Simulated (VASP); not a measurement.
# GaN in VASP: notebook, part 2 of 2

VASP 6.6.1. The steps go on from the part before.

### Step 5. Single point, PBE

Input file INCAR:

```
PREC     = Accurate       # precision mode
ENCUT    = 520            # plane-wave cutoff, eV
EDIFF    = 1E-6           # SCF threshold, eV
ISMEAR   = -1             # smearing method
SIGMA    = 0.05           # smearing width, eV
LREAL    = False          # projectors in reciprocal space
LASPH    = True           # aspherical terms in the spheres
NELM     = 80             # most SCF steps
ALGO     = Normal         # electronic algorithm
ISIF     = 2              # what is computed and relaxed
LWAVE    = False          # write WAVECAR
LCHARG   = True           # write CHGCAR
GGA      = PE             # functional
LELF     = True           # ELF
LVHAR    = True         
NBANDS   = 16             # bands
```

Input file KPOINTS:

```
regular mesh
0
Gamma
  6 6 6
```

Input file POSCAR:

```
GaN
1.0
    0.0000000000      2.2535006075      2.2535006075
    2.2535006075      0.0000000000      2.2535006075
    2.2535006075      2.2535006075      0.0000000000
Ga N
1 1
Direct
    0.0000000000      0.0000000000      0.0000000000
    0.2500000000      0.2500000000      0.2500000000
```

Potentials or basis: VASP PAW PBE potentials, release 64 (Ga_d, N).

Launch:

```sh
> cat potpaw_PBE.64/Ga_d/POTCAR potpaw_PBE.64/N/POTCAR > POTCAR
> mpirun -np 1 vasp_std > vasp.out
```

OUTCAR:

```text
PREC = Accurate
   ENCUT = 520
   EDIFF = 1E-6
   ISMEAR = -1
   LREAL = False
   LASPH = True
   NELM = 80
   ISIF = 2
   GGA = PE

 ion  position               nearest neighbor table
   1  0.000  0.000  0.000-   2 1.95   2 1.95   2 1.95   2 1.95
   2  0.250  0.250  0.250-   1 1.95   1 1.95   1 1.95   1 1.95

  LATTYP: Found a face centered cubic cell.
 ALAT       =     4.5070012150

  Lattice vectors:

 A1 = (   0.0000000000,   2.2535006075,   2.2535006075)
 A2 = (   2.2535006075,   0.0000000000,   2.2535006075)
 A3 = (   2.2535006075,   2.2535006075,   0.0000000000)

Analysis of symmetry for initial positions (statically):
=====================================================================
 Subroutine PRICEL returns:
 Original cell was already a primitive cell.

 Routine SETGRP: Setting up the symmetry group for a
 face centered cubic supercell.

 Subroutine GETGRP returns: Found 24 space group operations
 (whereof 24 operations were pure point group operations)
 out of a pool of 48 trial point group operations.

The static configuration has the point symmetry T_d .

[... 146 lines left out ...]
  free energy    TOTEN  =       -12.13868316 eV

  energy without entropy =      -12.13868316  energy(sigma->0) =      -12.13868316

 E-fermi :   6.1789     XC(G=0): -11.6658

 val. band max:        5.2861862539   @ k =   0.0000   0.0000   0.0000
 cond. band min:       7.0085717322   @ k =   0.0000   0.0000   0.0000
 fundamental gap:      1.7223854783
 Fermi energy:         6.1788586323

 k-point     1 :       0.0000    0.0000    0.0000
  band No.  band energies     occupation
      1     -10.6487      2.00000
      2      -8.1602      2.00000
      3      -8.1602      2.00000
      4      -8.1602      2.00000
      5      -7.8408      2.00000
      6      -7.8408      2.00000
[... 281 lines left out ...]
      3      -7.9568      2.00000
      4      -7.8489      2.00000
      5      -7.8011      2.00000
      6      -5.9540      2.00000
[... 8 lines left out ...]
     15      25.9503      0.00000
     16      28.3027      0.00000

------------------------ aborting loop because EDIFF is reached ----------------------------------------

  FORCE on cell =-STRESS in cart. coord.  units (eV):
  Direction    XX          YY          ZZ          XY          YZ          ZX
  --------------------------------------------------------------------------------------
  -------------------------------------------------------------------------------------
  Total        0.7213623      0.7213623      0.7213623     -0.0000000      0.0000000     -0.0000000
  in kB       50.4964651     50.4964651     50.4964651     -0.0000000      0.0000000     -0.0000000
  external PRESSURE =      50.4964651 kB  Pullay stress =       0.0000000 kB

 VOLUME and BASIS-vectors are now :
 -----------------------------------------------------------------------------
  energy-cutoff  :      520.00
  volume of cell :       22.89
      direct lattice vectors                 reciprocal lattice vectors
     0.000000000  2.253500607  2.253500607    -0.221877020  0.221877020  0.221877020
     2.253500607  0.000000000  2.253500607     0.221877020 -0.221877020  0.221877020
     2.253500607  2.253500607  0.000000000     0.221877020  0.221877020 -0.221877020

 POSITION                                       TOTAL-FORCE (eV/Angst)
 -----------------------------------------------------------------------------------
      0.00000      0.00000      0.00000         0.000000     -0.000000      0.000000
      1.12675      1.12675      1.12675        -0.000000      0.000000     -0.000000
 -----------------------------------------------------------------------------------
    total drift:                                0.000002      0.000002      0.000002

  FREE ENERGIE OF THE ION-ELECTRON SYSTEM (eV)
  ---------------------------------------------------
  free  energy   TOTEN  =       -12.1386831604 eV

  energy  without entropy=      -12.1386831594  energy(sigma->0) =      -12.13868316
```

OSZICAR:

```text
N       E                     dE             d eps       ncg     rms          rms(c)
DAV:   1     0.865397160360E+02    0.86540E+02   -0.92538E+03   560   0.199E+03
DAV:   2    -0.817007701406E+01   -0.94710E+02   -0.88133E+02   592   0.343E+02
DAV:   3    -0.140717990798E+02   -0.59017E+01   -0.58830E+01   576   0.719E+01
DAV:   4    -0.141420704307E+02   -0.70271E-01   -0.70262E-01   656   0.848E+00
DAV:   5    -0.141430180037E+02   -0.94757E-03   -0.94757E-03   576   0.867E-01    0.772E+00
DAV:   6    -0.121381818911E+02    0.20048E+01   -0.49375E+00   768   0.397E+01    0.269E+00
DAV:   7    -0.121462369260E+02   -0.80550E-02   -0.31486E-01   568   0.653E+00    0.177E+00
DAV:   8    -0.121424004642E+02    0.38365E-02   -0.56260E-02   608   0.321E+00    0.774E-01
DAV:   9    -0.121384214298E+02    0.39790E-02   -0.13776E-02   768   0.270E+00    0.198E-01
DAV:  10    -0.121387731908E+02   -0.35176E-03   -0.14982E-03   600   0.542E-01    0.968E-02
DAV:  11    -0.121386783467E+02    0.94844E-04   -0.27170E-04   752   0.248E-01    0.886E-03
DAV:  12    -0.121386834364E+02   -0.50897E-05   -0.29966E-05   568   0.507E-02    0.110E-02
DAV:  13    -0.121386831604E+02    0.27607E-06   -0.61559E-07   416   0.146E-02
   1 F= -.12138683E+02 E0= -.12138683E+02  d E =-.982470E-09
```

stdout:

```text
POSCAR found type information on POSCAR GaN
 POSCAR found :  2 types and       2 ions
 scaLAPACK will be used
 LDA part: xc-table for (Slater+PW92), standard interpolation
 POSCAR, INCAR and KPOINTS ok, starting setup
 FFT: planning ... GRIDC
 FFT: planning ... GRID_SOFT
 FFT: planning ... GRID
 WAVECAR not read
 entering main loop
```

It took 10 s on 1 thread of AMD EPYC 7R43 (Zen 3), shared host; peak memory 0.1 GiB.

What came out:

```yaml
Free_energy: -12.1387 eV
Pressure: 5.0 GPa
Band_gap_on_the_k_mesh: 1.72 eV, direct
```

### Step 6. Summary

| task | level | spin | cell | k mesh | cutoff (eV) | gap on the mesh (eV) | pressure (GPa) |
| --- | --- | --- | --- | --- | --- | --- | --- |
| relaxation of cell and atoms | PBEsol | off | relaxed to 30 GPa | 10 × 10 × 10 | 600 | 2.51 | 30.0 |
| single point | PBEsol | non-collinear, zero start, SOC | as given | 10 × 10 × 10 | 520 | - | -1.3 |
| single point | PBEsol | off | as given | 10 × 10 × 10 | 600 | 1.60 | -1.3 |
| single point | PBE | off | as given | 6 × 6 × 6 | 520 | 1.72 | 5.0 |

Some of these runs hold the atoms at other places in the same cell, which the table doesn't show; runs alike in all that it shows share one row.

Alike in all rows: potentials or basis VASP PAW PBE potentials, release 64 (Ga_d, N); smearing fermi-dirac 0.05 eV.

Caveats: the PAW data sets were made with another functional, which shifts forces and pressure a little (some runs); the cell is relaxed towards a set pressure, so the enthalpy falls and the energy may rise (some runs).

Absolute energies hang on the potentials; compare differences alone.
